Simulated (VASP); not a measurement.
A run of VASP 6.6.1 is set up as follows.

INCAR

```
  ALGO = Normal
  EDIFF = 1E-6
  ENCUT = 520
  GGA = PE
  ISIF = 2
  ISMEAR = -1
  LASPH = T
  LCHARG = T
  LELF = T
  LREAL = F
  LVHAR = T
  LWAVE = F
  NBANDS = 55
  NELM = 60
  PREC = Accurate
  SIGMA = 0.05
```

KPOINTS

```
k-points
0
Gamma
  3 3 3
```

POSCAR

```
In2O3
1.0
    2.7435000000      1.5839604635      4.8366666667
   -2.7435000000      1.5839604635      4.8366666667
    0.0000000000     -3.1679209270      4.8366666667
In O
4 6
Direct
    0.8573100000      0.8573100000      0.8573100000
    0.6426900000      0.6426900000      0.6426900000
    0.1426900000      0.1426900000      0.1426900000
    0.3573100000      0.3573100000      0.3573100000
    0.0480000000      0.7500000000      0.4520000000
    0.7500000000      0.4520000000      0.0480000000
    0.4520000000      0.0480000000      0.7500000000
    0.9520000000      0.2500000000      0.5480000000
    0.2500000000      0.5480000000      0.9520000000
    0.5480000000      0.9520000000      0.2500000000
```

Potentials or basis: VASP PAW PBE potentials, release 64 (In_d, O).

The run is started by

```console
$ cat potpaw_PBE.64/In_d/POTCAR potpaw_PBE.64/O/POTCAR > POTCAR
$ mpirun -np 1 vasp_std > vasp.out
```

Problem. What does it give for the pressure?

Solution. 8.9 GPa.

Problem. Estimate the largest force.

Solution. 0.138 eV/Å.

Problem. What does it give for the band gap on the k mesh?

Solution. 1.29 eV, indirect (least direct gap 1.33 eV).

Forces in eV/Å, atoms in the order of the input:
```
In   0.000  0.000  0.001
In   0.000  0.000 -0.001
In   0.000  0.000 -0.001
In   0.000  0.000  0.001
O   -0.069 -0.119  0.000
O   -0.069  0.119  0.000
O    0.138  0.000  0.000
O    0.069  0.119  0.000
O    0.069 -0.119  0.000
O   -0.138  0.000  0.000
```

Caveat: the k points lie up to 0.46 Å⁻¹ apart; spin-orbit coupling is left out, which moves the levels of the heavy elements. A k mesh can miss the band edges.
